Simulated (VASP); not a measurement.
# Ti (Fmmm) in VASP: a series of runs

Runs on Ti. Level: r2SCAN. Tasks: single point.

Program: VASP 6.6.1. These are calculated values, not measurements. Logs are shortened: lines on timing, memory, paths and dates and some standing lists are left out, and cuts for length are marked.

## (1) The cell of the first run

Symmetry: Fmmm, No. 69, orthorhombic system. The conventional cell has a = 4.040 Å, b = 4.060 Å, c = 4.080 Å, α = 90.00°, β = 90.00°, γ = 90.00°. Within 3.8 Å of Ti (site symmetry mmm) lie 12 Ti at 2.86 to 2.88 Å.

## (2) Single point, r2SCAN (strain +0.0050 x Voigt [1, -1, 0, 0, 0, 0])

Contents of POSCAR:

```
Ti
1.0
    0.0000000000      2.0198500000      2.0300000000
    2.0401500000      0.0000000000      2.0300000000
    2.0401500000      2.0198500000      0.0000000000
Ti
1
Direct
    0.0000000000      0.0000000000      0.0000000000
```

Contents of INCAR.step1:

```
  ALGO = Normal
  EDIFF = 1E-4
  ENCUT = 520
  GGA = PE
  ISMEAR = 0
  LASPH = True
  LCHARG = False
  LREAL = False
  LWAVE = True
  NBANDS = 12
  NELM = 80
  PREC = Accurate
  SIGMA = 0.15
```

Contents of INCAR.step2:

```
  ALGO = Normal
  EDIFF = 1E-7
  ENCUT = 520
  ISIF = 2
  ISMEAR = 0
  ISTART = 1
  LASPH = True
  LCHARG = False
  LMIXTAU = True
  LREAL = False
  LWAVE = False
  METAGGA = R2SCAN
  NBANDS = 12
  NELM = 80
  PREC = Accurate
  SIGMA = 0.15
```

Contents of KPOINTS:

```
k-points
0
Gamma
  20 20 20
```

Potentials or basis: VASP PAW PBE potentials, release 64 (Ti_sv).

The run is started by

```console
> cat potpaw_PBE.64/Ti_sv/POTCAR > POTCAR
> cp INCAR.step1 INCAR
> mpirun -np 1 vasp_std > vasp.out
> cp INCAR.step2 INCAR
> mpirun -np 1 vasp_std > vasp.out
```

OUTCAR:

```text
EDIFF = 1E-7
   ENCUT = 520
   ISIF = 2
   ISMEAR = 0
   ISTART = 1
   LASPH = True
   LREAL = False
   METAGGA = R2SCAN
   NELM = 80
   PREC = Accurate

 ion  position               nearest neighbor table
   1  0.000  0.000  0.000-

  LATTYP: Found a face centered orthorhombic cell.
 ALAT       =     4.0397000000
 B/A-ratio  =     1.0050251256
 C/A-ratio  =     1.0100502513

  Lattice vectors:

 A1 = (  -2.0401500000,   0.0000000000,  -2.0300000000)
 A2 = (  -2.0401500000,   2.0198500000,   0.0000000000)
 A3 = (   0.0000000000,   2.0198500000,  -2.0300000000)

Analysis of symmetry for initial positions (statically):
=====================================================================
 Subroutine PRICEL returns:
 Original cell was already a primitive cell.

 Routine SETGRP: Setting up the symmetry group for a
 face centered orthorhombic supercell.

 Subroutine GETGRP returns: Found  8 space group operations
 (whereof  8 operations were pure point group operations)
 out of a pool of  8 trial point group operations.

The static configuration has the point symmetry D_2h.

Analysis of symmetry for dynamics (positions and initial velocities):
=====================================================================
 Subroutine PRICEL returns:
 Original cell was already a primitive cell.

 Routine SETGRP: Setting up the symmetry group for a
 face centered orthorhombic supercell.

 Subroutine GETGRP returns: Found  8 space group operations
 (whereof  8 operations were pure point group operations)
 out of a pool of  8 trial point group operations.

The dynamic configuration has the point symmetry D_2h.

 Subroutine INISYM returns: Found  8 space group operations
 (whereof  8 operations are pure point group operations),
 and found     1 'primitive' translations

----------------------------------------------------------------------------------------

                                     Primitive cell

  volume of cell :      16.7304

  direct lattice vectors                    reciprocal lattice vectors
     0.000000000  2.019850000  2.030000000    -0.245080019  0.247543134  0.246305419
     2.040150000  0.000000000  2.030000000     0.245080019 -0.247543134  0.246305419
     2.040150000  2.019850000  0.000000000     0.245080019  0.247543134 -0.246305419

  length of vectors
     2.863685392  2.878039614  2.870889417     0.426624165  0.426624165  0.426624165

  position of ions in fractional coordinates (direct lattice)
     0.000000000  0.000000000  0.000000000

  ion indices of the primitive-cell ions
   primitive index   ion index
                 1           1

----------------------------------------------------------------------------------------

 KPOINTS: k-points

Automatic generation of k-mesh.
 Grid dimensions read from file:
 generate k-points for:   20   20   20

 Generating k-lattice:

  Cartesian coordinates                     Fractional coordinates (reciprocal lattice)
    -0.012254001  0.012377157  0.012315271     0.050000000  0.000000000  0.000000000
     0.012254001 -0.012377157  0.012315271    -0.000000000  0.050000000 -0.000000000
     0.012254001  0.012377157 -0.012315271     0.000000000  0.000000000  0.050000000

  Length of vectors
     0.021331208  0.021331208  0.021331208

  Shift w.r.t. Gamma in fractional coordinates (k-lattice)
     0.000000000  0.000000000  0.000000000

 Subroutine IBZKPT returns following result:
 ===========================================

 Found   1166 irreducible k-points:

 Following reciprocal coordinates:
            Coordinates               Weight
  0.000000  0.000000  0.000000      1.000000
  0.050000  0.000000 -0.000000      8.000000
  0.100000  0.000000 -0.000000      8.000000
  0.150000  0.000000 -0.000000      8.000000
  0.200000  0.000000 -0.000000      8.000000
  0.250000 -0.000000 -0.000000      8.000000
[... 16 lines left out ...]
 -0.400000  0.050000  0.000000      8.000000
 -0.350000  0.050000  0.000000      8.000000
 [... further k-points ...]
   k-points           NKPTS =   1166   k-points in BZ     NKDIM =   1166   number of bands    NBANDS=     12
   number of dos      NEDOS =    301   number of ions     NIONS =      1
   total plane-waves  NPLWV =  13824
   dimension x,y,z NGX =    24 NGY =   24 NGZ =   24
   dimension x,y,z NGXF=    48 NGYF=   48 NGZF=   48
   ions per type =               1
   NGX,Y,Z   is equivalent  to a cutoff of  13.93, 13.86, 13.90 a.u.
   NGXF,Y,Z  is equivalent  to a cutoff of  27.87, 27.73, 27.80 a.u.
 SYSTEM =  unknown system
   PREC   = accura    normal or accurate (medium, high low for compatibility)
   ISTART =      1    job   : 0-new  1-cont  2-samecut
   ICHARG =      0    charge: 1-file 2-atom 10-const
   ISPIN  =      1    spin polarized calculation?
   LNONCOLLINEAR =      F non collinear calculations
   LSORBIT =      F    spin-orbit coupling
   LASPH  =      T    aspherical Exc in radial PAW
   ENCUT  =  520.0 eV  38.22 Ry    6.18 a.u.   5.32  5.35  5.34*2*pi/ulx,y,z
   NELM   =     80;   NELMIN=  2; NELMDL=  0     # of ELM steps
   EDIFF  = 0.1E-06   stopping-criterion for ELM
   LREAL  =      F    real-space projection
   EDIFFG = 0.1E-05   stopping-criterion for IOM
   NSW    =      0    number of steps for IOM
   IBRION =     -1    ionic relax: 0-MD 1-quasi-New 2-CG
   NFREE  =      0    steps in history (QN), initial steepest desc. (CG)
   ISIF   =      2    stress and relaxation
   ISYM   =      2    0-nonsym 1-usesym 2-fastsym
   POTIM  = 0.5000    time-step for ionic-motion
   TEBEG  =    0.0;   TEEND  =   0.0 temperature during run
   PSTRESS=    0.0 pullay stress
   NELECT =      12.0000    total number of electrons
   NUPDOWN=      -1.0000    fix difference up-down
   EMIN   =  10.00;   EMAX   =-10.00  energy-range for DOS
   EFERMI =   0.00;   METHOD = LEGACY
   ISMEAR =     0;   SIGMA  =   0.15  broadening in eV -4-tet -1-fermi 0-gaus
   EFERMI_NEDOS =   21; number of points for ismear=-14 and -15
   IALGO  =     38    algorithm
   IMIX   =      4    mixing-type and parameters
     AMIX     =   0.40;   BMIX     =  1.00
     AMIX_MAG =   1.60;   BMIX_MAG =  1.00
  volume/ion in A,a.u.               =      16.73       112.90
  Fermi-wavevector in a.u.,A,eV,Ry     =   1.465434  2.769268 29.218454  2.147496
  Thomas-Fermi vector in A             =   2.581291
   LORBIT       =      0    0 simple, 1 ext, 2 COOP (PROOUT), +10 PAW based schemes
   METAGGA = R2SCAN    functional components
   LHFCALC =     F    Hartree Fock is set to
   AEXX    =    0.0000 exact exchange contribution
   IVDW    =     0    specifies the selected vdW correction
   LEPSILON=     F    determine dielectric tensor
   LRPA    =     F    only Hartree local field effects (RPA)
 non-spin polarized calculation
 Gauss-broadening in eV      SIGMA  =   0.15
  energy-cutoff  :      520.00
  volume of cell :       16.73
 maximum number of plane-waves:       463
 NGX is ok and might be reduce to    24
   NGX = 11   NGY = 11   NGZ = 11

 number of electron      12.0000002 magnetization

 Free energy of the ion-electron system (eV)
  ---------------------------------------------------
  ext. energy  EPLUGINS =         0.00000000
  ---------------------------------------------------
  free energy    TOTEN  =       -12.87773566 eV

  energy without entropy =      -12.86072621  energy(sigma->0) =      -12.86923093

 E-fermi :   8.6420     XC(G=0): -12.6048

 val. band max:        8.6409378018   @ k =   0.5000   0.0000   0.1000
 cond. band min:       8.6424757642   @ k =   0.5000   0.1000  -0.0000
 fundamental gap:      0.0015379625
 Fermi energy:         8.6419613195

 k-point     1 :       0.0000    0.0000    0.0000
  band No.  band energies     occupation
      1     -50.3329      2.00000
      2     -25.0913      2.00000
      3     -25.0909      2.00000
      4     -25.0906      2.00000
      5       2.0875      2.00000
      6       9.6281      0.00000
      7       9.6690      0.00000
      8       9.7090      0.00000
      9      11.5186      0.00000
     10      11.6004      0.00000
     11      24.6254      0.00000
     12      29.5727      0.00000

 k-point     2 :       0.0500    0.0000   -0.0000
  band No.  band energies     occupation
      1     -50.3292      2.00000
      2     -25.1109      2.00000
      3     -25.0937      2.00000
      4     -25.0931      2.00000
      5       2.1749      2.00000
      6       9.5994      0.00000
      7       9.6835      0.00000
      8       9.7289      0.00000
      9      11.4971      0.00000
     10      11.5772      0.00000
     11      24.7058      0.00000
     12      28.9443      0.00000

 k-point     3 :       0.1000    0.0000   -0.0000
  band No.  band energies     occupation
      1     -50.3188      2.00000
      2     -25.1690      2.00000
      3     -25.1011      2.00000
      4     -25.0998      2.00000
      5       2.4320      2.00000
      6       9.4441      0.00000
      7       9.7654      0.00000
      8       9.8131      0.00000
      9      11.4454      0.00000
     10      11.5198      0.00000
     11      24.8836      0.00000
     12      27.5354      0.00000
[... 286 lines left out ...]
 k-point    23 :      -0.4000    0.0500    0.0000
  band No.  band energies     occupation
      1     -50.1916      2.00000
      2     -25.8221      2.00000
      3     -25.2027      2.00000
      4     -25.1802      2.00000
      5       5.7402      2.00000
      6       8.8149      0.10297
      7       9.5908      0.00000
      8       9.7110      0.00000
      9      12.3476      0.00000
     10      12.6922      0.00000
     11      18.4058      0.00000
     12      24.1695      0.00000

 k-point    24 :      -0.3500    0.0500    0.0000
  band No.  band energies     occupation
      1     -50.2063      2.00000
      2     -25.7483      2.00000
      3     -25.1951      2.00000
      4     -25.1681      2.00000
      5       5.4155      2.00000
      6       8.6171      1.18496
      7       9.6719      0.00000
      8       9.8018      0.00000
      9      12.0538      0.00000
     10      12.4724      0.00000
     11      19.4393      0.00000
     12      24.5031      0.00000

 [... further k-points ...]

------------------------ aborting loop because EDIFF is reached ----------------------------------------

  FORCE on cell =-STRESS in cart. coord.  units (eV):
  Direction    XX          YY          ZZ          XY          YZ          ZX
  --------------------------------------------------------------------------------------
  -------------------------------------------------------------------------------------
  Total        0.4894836      0.5256776      0.5071544      0.0000000     -0.0000000      0.0000000
  in kB       46.8750201     50.3411080     48.5672527      0.0000000     -0.0000000      0.0000000
  external PRESSURE =      48.5944603 kB  Pullay stress =       0.0000000 kB

 VOLUME and BASIS-vectors are now :
 -----------------------------------------------------------------------------
  energy-cutoff  :      520.00
  volume of cell :       16.73
      direct lattice vectors                 reciprocal lattice vectors
     0.000000000  2.019850000  2.030000000    -0.245080019  0.247543134  0.246305419
     2.040150000  0.000000000  2.030000000     0.245080019 -0.247543134  0.246305419
     2.040150000  2.019850000  0.000000000     0.245080019  0.247543134 -0.246305419

 POSITION                                       TOTAL-FORCE (eV/Angst)
 -----------------------------------------------------------------------------------
      0.00000      0.00000      0.00000         0.000000      0.000000      0.000000
 -----------------------------------------------------------------------------------
    total drift:                               -0.000000      0.000000      0.000000

  FREE ENERGIE OF THE ION-ELECTRON SYSTEM (eV)
  ---------------------------------------------------
  free  energy   TOTEN  =       -12.8777356578 eV

  energy  without entropy=      -12.8607262107  energy(sigma->0) =      -12.86923093
```

Run time: 6.8 min. Hardware: 1 thread of Intel Xeon Platinum 8488C (Sapphire Rapids), shared host; peak memory 0.34 GiB.

Results:

```
Free energy            : -12.8777 eV
Pressure               : 4.9 GPa
Band gap on the k mesh : zero (band 6 reaches 9.63 eV, above the bottom of band 7 at 8.18 eV)
```

Caveat: the cell differs from its parent crystal (strain +0.0050 x Voigt [1, -1, 0, 0, 0, 0]); the PAW data sets were made with another functional, which shifts forces and pressure a little.

[end of part 1 of 2]
